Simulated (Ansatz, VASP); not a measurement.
## Rb: VASP beside Ansatz

```
Rb
1.0
     4.90485    0.00000    0.00000
     0.00000    4.90485    0.00000
     0.00000    0.00000    4.90485
Rb
1
Direct
  0.00000 0.00000 0.00000
```

Alike in both runs: task single point; functional RPBE; k mesh 8 × 8 × 8; occupations fermi-dirac, width 0.1 eV; no spin polarisation.

|  | VASP | Ansatz |
| --- | --- | --- |
| version | VASP 6.6.1 | Ansatz 0.2.0 |
| potentials or method | VASP PAW PBE potentials, release 64 (Rb_sv), cutoff 520 eV | plane waves (420 eV) with PAW, scalar-relativistic |
| valence electrons in the cell | 9 | 9 |

```tsv
	VASP	Ansatz	Ansatz less VASP
pressure (GPa)	-0.1	-0.1	0.00
```

VASP's potentials were made for PBE, not for RPBE. With one functional, cell and mesh, what is left measures potentials, basis and numerics.
